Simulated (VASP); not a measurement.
# Pb (P6_3/mmc) in VASP: further runs

Runs on Pb. Level: PBEsol. Tasks: single point, relaxation of cell and atoms.

Everything below comes from runs of VASP 6.6.1. Logs are shortened: lines on timing, memory, paths and dates and some standing lists are left out, and cuts for length are marked.

### 1 The cell of the first run

It takes space group P6_3/mmc (No. 194, hexagonal). Conventional cell: a = 3.524 Å, b = 3.524 Å, c = 11.725 Å, α = 90.00°, β = 90.00°, γ = 120.00°. Within 4.6 Å of Pb (site symmetry -6m2) lie 12 Pb at 3.52 to 3.57 Å. Pb (site symmetry -3m) has 12 Pb at 3.52 to 3.57 Å within 4.6 Å.

### 2 Single point, PBEsol

The input, INCAR:

```
SYSTEM = Pb
PREC = Accurate ; ENCUT = 520
EDIFF = 1E-6 ; ISMEAR = -1
SIGMA = 0.05 ; LREAL = .False.
LASPH = .True. ; NELM = 60
ALGO = Fast ; ISIF = 2
LWAVE = .False. ; LCHARG = .True.
GGA = PS ; LELF = .True.
LVHAR = .True. ; NBANDS = 36
```

The input, KPOINTS:

```
regular mesh
0
Gamma
  7 7 2
  0 0 0
```

The input, POSCAR:

```
Pb
1.0
    3.5243661423      0.0000000000      0.0000000000
   -1.7621830712      3.0521906115      0.0000000000
    0.0000000000      0.0000000000     11.7251466462
Pb
4
Direct
    0.6666666667      0.3333333333      0.7500000000
    0.0000000000      0.0000000000      0.5000000000
    0.3333333333      0.6666666667      0.2500000000
    0.0000000000      0.0000000000      0.0000000000
```

Potentials or basis: VASP PAW PBE potentials, release 64 (Pb_d).

Command:

```console
> cat potpaw_PBE.64/Pb_d/POTCAR > POTCAR
> mpirun -np 1 vasp_std > vasp.out
```

OUTCAR:

```text
SYSTEM = Pb
   PREC = Accurate
   ENCUT = 520
   EDIFF = 1E-6
   ISMEAR = -1
   LREAL = .False.
   LASPH = .True.
   NELM = 60
   ISIF = 2
   GGA = PS

 ion  position               nearest neighbor table
   1  0.667  0.333  0.750-   2 3.57   4 3.57   2 3.57   4 3.57   2 3.57   4 3.57
   2  0.000  0.000  0.500-   1 3.57   3 3.57   1 3.57   3 3.57   1 3.57   3 3.57
   3  0.333  0.667  0.250-   2 3.57   4 3.57   2 3.57   4 3.57   2 3.57   4 3.57
   4  0.000  0.000  0.000-   1 3.57   3 3.57   1 3.57   3 3.57   1 3.57   3 3.57

  LATTYP: Found a hexagonal cell.
 ALAT       =     3.5243661423
 C/A-ratio  =     3.3268809689

  Lattice vectors:

 A1 = (   3.5243661423,   0.0000000000,   0.0000000000)
 A2 = (  -1.7621830712,   3.0521906115,   0.0000000000)
 A3 = (   0.0000000000,   0.0000000000,  11.7251466462)

Analysis of symmetry for initial positions (statically):
=====================================================================
 Subroutine PRICEL returns:
 Original cell was already a primitive cell.

 Routine SETGRP: Setting up the symmetry group for a
 hexagonal supercell.

 Subroutine GETGRP returns: Found 24 space group operations
 (whereof 12 operations were pure point group operations)
 out of a pool of 24 trial point group operations.

The static configuration has the point symmetry D_3d.
 The point group associated with its full space group is D_6h.

Analysis of symmetry for dynamics (positions and initial velocities):
=====================================================================
 Subroutine PRICEL returns:
 Original cell was already a primitive cell.

 Routine SETGRP: Setting up the symmetry group for a
 hexagonal supercell.

 Subroutine GETGRP returns: Found 24 space group operations
 (whereof 12 operations were pure point group operations)
 out of a pool of 24 trial point group operations.

The dynamic configuration has the point symmetry D_3d.
 The point group associated with its full space group is D_6h.

 Subroutine INISYM returns: Found 24 space group operations
 (whereof 12 operations are pure point group operations),
 and found     1 'primitive' translations

----------------------------------------------------------------------------------------

                                     Primitive cell

  volume of cell :     126.1278

  direct lattice vectors                    reciprocal lattice vectors
     3.524366142  0.000000000  0.000000000     0.283738965  0.163816768  0.000000000
    -1.762183071  3.052190611  0.000000000     0.000000000  0.327633535  0.000000000
     0.000000000  0.000000000 11.725146646     0.000000000  0.000000000  0.085286780

  length of vectors
     3.524366142  3.524366142 11.725146646     0.327633535  0.327633535  0.085286780

  position of ions in fractional coordinates (direct lattice)
     0.666666667  0.333333333  0.750000000
     0.000000000  0.000000000  0.500000000
     0.333333333  0.666666667  0.250000000
     0.000000000  0.000000000  0.000000000

  ion indices of the primitive-cell ions
   primitive index   ion index
                 1           1
                 2           2
                 3           3
                 4           4

----------------------------------------------------------------------------------------

 KPOINTS: regular mesh

Automatic generation of k-mesh.
 Grid dimensions read from file:
 generate k-points for:    7    7    2

 Generating k-lattice:

  Cartesian coordinates                     Fractional coordinates (reciprocal lattice)
     0.040534138  0.023402395  0.000000000     0.142857143  0.000000000  0.000000000
     0.000000000  0.046804791  0.000000000     0.000000000  0.142857143  0.000000000
     0.000000000  0.000000000  0.042643390     0.000000000  0.000000000  0.500000000

  Length of vectors
     0.046804791  0.046804791  0.042643390

  Shift w.r.t. Gamma in fractional coordinates (k-lattice)
     0.000000000  0.000000000  0.000000000

 Subroutine IBZKPT returns following result:
 ===========================================

 Found     16 irreducible k-points:

 Following reciprocal coordinates:
            Coordinates               Weight
  0.000000  0.000000  0.000000      1.000000
  0.142857  0.000000  0.000000      6.000000
  0.285714 -0.000000  0.000000      6.000000
  0.428571 -0.000000  0.000000      6.000000
  0.142857  0.142857  0.000000      6.000000
  0.285714  0.142857  0.000000     12.000000
[... 8 lines left out ...]
  0.428571  0.142857  0.500000      6.000000
  0.285714  0.285714  0.500000      6.000000
   k-points           NKPTS =     16   k-points in BZ     NKDIM =     16   number of bands    NBANDS=     36
   number of dos      NEDOS =    301   number of ions     NIONS =      4
   total plane-waves  NPLWV =  70560
   dimension x,y,z NGX =    28 NGY =   28 NGZ =   90
   dimension x,y,z NGXF=    56 NGYF=   56 NGZF=  180
   ions per type =               4
   NGX,Y,Z   is equivalent  to a cutoff of  13.21, 13.21, 12.76 a.u.
   NGXF,Y,Z  is equivalent  to a cutoff of  26.42, 26.42, 25.52 a.u.
 SYSTEM =  Pb
   PREC   = accura    normal or accurate (medium, high low for compatibility)
   ISTART =      0    job   : 0-new  1-cont  2-samecut
   ICHARG =      2    charge: 1-file 2-atom 10-const
   ISPIN  =      1    spin polarized calculation?
   LNONCOLLINEAR =      F non collinear calculations
   LSORBIT =      F    spin-orbit coupling
   LASPH  =      T    aspherical Exc in radial PAW
   ENCUT  =  520.0 eV  38.22 Ry    6.18 a.u.   6.55  6.55 21.80*2*pi/ulx,y,z
   NELM   =     60;   NELMIN=  2; NELMDL= -5     # of ELM steps
   EDIFF  = 0.1E-05   stopping-criterion for ELM
   LREAL  =      F    real-space projection
   EDIFFG = 0.1E-04   stopping-criterion for IOM
   NSW    =      0    number of steps for IOM
   IBRION =     -1    ionic relax: 0-MD 1-quasi-New 2-CG
   NFREE  =      0    steps in history (QN), initial steepest desc. (CG)
   ISIF   =      2    stress and relaxation
   ISYM   =      2    0-nonsym 1-usesym 2-fastsym
   POTIM  = 0.5000    time-step for ionic-motion
   TEBEG  =    0.0;   TEEND  =   0.0 temperature during run
   PSTRESS=    0.0 pullay stress
   NELECT =      56.0000    total number of electrons
   NUPDOWN=      -1.0000    fix difference up-down
   EMIN   =  10.00;   EMAX   =-10.00  energy-range for DOS
   EFERMI =   0.00;   METHOD = LEGACY
   ISMEAR =    -1;   SIGMA  =   0.05  broadening in eV -4-tet -1-fermi 0-gaus
   EFERMI_NEDOS =   21; number of points for ismear=-14 and -15
   IALGO  =     68    algorithm
   IMIX   =      4    mixing-type and parameters
     AMIX     =   0.40;   BMIX     =  1.00
     AMIX_MAG =   1.60;   BMIX_MAG =  1.00
  volume/ion in A,a.u.               =      31.53       212.79
  Fermi-wavevector in a.u.,A,eV,Ry     =   1.248918  2.360112 21.222308  1.559796
  Thomas-Fermi vector in A             =   2.382982
   LORBIT       =      0    0 simple, 1 ext, 2 COOP (PROOUT), +10 PAW based schemes
   GGA     = PS    functional components
   LHFCALC =     F    Hartree Fock is set to
   AEXX    =    0.0000 exact exchange contribution
   IVDW    =     0    specifies the selected vdW correction
   LEPSILON=     F    determine dielectric tensor
   LRPA    =     F    only Hartree local field effects (RPA)
 non-spin polarized calculation
 RMM-DIIS sequential band-by-band and
  energy-cutoff  :      520.00
  volume of cell :      126.13
 maximum number of plane-waves:      3428
 NGX is ok and might be reduce to    28
   NGX = 13   NGY = 13   NGZ = 43

 number of electron      55.9999992 magnetization

 Free energy of the ion-electron system (eV)
  ---------------------------------------------------
  ext. energy  EPLUGINS =         0.00000000
  ---------------------------------------------------
  free energy    TOTEN  =       -15.91942199 eV

  energy without entropy =      -15.89548848  energy(sigma->0) =      -15.90745523

 E-fermi :   6.9081     XC(G=0): -10.1548

 val. band max:        6.8703444866   @ k =   0.1429   0.1429   0.0000
 cond. band min:       6.9237571796   @ k =   0.4286   0.1429   0.0000
 fundamental gap:      0.0534126931
 Fermi energy:         6.9081485807

 k-point     1 :       0.0000    0.0000    0.0000
  band No.  band energies     occupation
      1     -10.3253      2.00000
      2     -10.3183      2.00000
      3     -10.3014      2.00000
      4     -10.2981      2.00000
      5     -10.2851      2.00000
      6     -10.2851      2.00000
[... 28 lines left out ...]
     35      13.8843      0.00000
     36      13.8844      0.00000

 k-point     2 :       0.1429    0.0000    0.0000
  band No.  band energies     occupation
      1     -10.3261      2.00000
      2     -10.3153      2.00000
      3     -10.3013      2.00000
      4     -10.2856      2.00000
      5     -10.2814      2.00000
      6     -10.2623      2.00000
[... 28 lines left out ...]
     35      13.2300      0.00000
     36      13.8627      0.00000

 k-point     3 :       0.2857   -0.0000    0.0000
  band No.  band energies     occupation
      1     -10.3767      2.00000
      2     -10.3471      2.00000
      3     -10.3255      2.00000
      4     -10.2920      2.00000
      5     -10.2810      2.00000
      6     -10.2720      2.00000
[... 28 lines left out ...]
     35      11.6314      0.00000
     36      12.9316      0.00000
[... 430 lines left out ...]
 k-point    15 :       0.4286    0.1429    0.5000
  band No.  band energies     occupation
      1     -10.3676      2.00000
      2     -10.3676      2.00000
      3     -10.3174      2.00000
      4     -10.3174      2.00000
      5     -10.2734      2.00000
      6     -10.2734      2.00000
[... 28 lines left out ...]
     35      10.1735      0.00000
     36      10.1735      0.00000

 k-point    16 :       0.2857    0.2857    0.5000
  band No.  band energies     occupation
      1     -10.3400      2.00000
      2     -10.3400      2.00000
      3     -10.2900      2.00000
      4     -10.2900      2.00000
      5     -10.2423      2.00000
      6     -10.2423      2.00000
[... 28 lines left out ...]
     35      10.3957      0.00000
     36      10.3957      0.00000

------------------------ aborting loop because EDIFF is reached ----------------------------------------

  FORCE on cell =-STRESS in cart. coord.  units (eV):
  Direction    XX          YY          ZZ          XY          YZ          ZX
  --------------------------------------------------------------------------------------
  -------------------------------------------------------------------------------------
  Total       -1.2370141     -1.2370141     -2.8239001      0.0000000      0.0000000      0.0000000
  in kB      -15.7135485    -15.7135485    -35.8714522      0.0000000      0.0000000      0.0000000
  external PRESSURE =     -22.4328497 kB  Pullay stress =       0.0000000 kB

 VOLUME and BASIS-vectors are now :
 -----------------------------------------------------------------------------
  energy-cutoff  :      520.00
  volume of cell :      126.13
      direct lattice vectors                 reciprocal lattice vectors
     3.524366142  0.000000000  0.000000000     0.283738965  0.163816768  0.000000000
    -1.762183071  3.052190611  0.000000000     0.000000000  0.327633535  0.000000000
     0.000000000  0.000000000 11.725146646     0.000000000  0.000000000  0.085286780

 POSITION                                       TOTAL-FORCE (eV/Angst)
 -----------------------------------------------------------------------------------
      1.76218      1.01740      8.79386         0.000000     -0.000000      0.000000
      0.00000      0.00000      5.86257        -0.000000      0.000000      0.000000
     -0.00000      2.03479      2.93129        -0.000000      0.000000     -0.000000
      0.00000      0.00000      0.00000        -0.000000      0.000000      0.000000
 -----------------------------------------------------------------------------------
    total drift:                                0.000000     -0.000000      0.000000

  FREE ENERGIE OF THE ION-ELECTRON SYSTEM (eV)
  ---------------------------------------------------
  free  energy   TOTEN  =       -15.9194219869 eV

  energy  without entropy=      -15.8954884778  energy(sigma->0) =      -15.90745523
```

Run time: 60 s. Hardware: 1 thread of Intel Xeon Platinum 8375C at 2.90GHz (Ice Lake), shared host; peak memory 0.26 GiB.

Results:

```yaml
Free_energy: -15.9194 eV
Pressure: -2.2 GPa
Band_gap_on_the_k_mesh: zero (band 28 reaches 12.22 eV, above the bottom of band 29 at 5.47 eV)
```

Caveat: the PAW data sets were made with another functional, which shifts forces and pressure a little; spin-orbit coupling is left out, which moves the levels of the heavy elements.

(Part 1 of 3 ends here.)
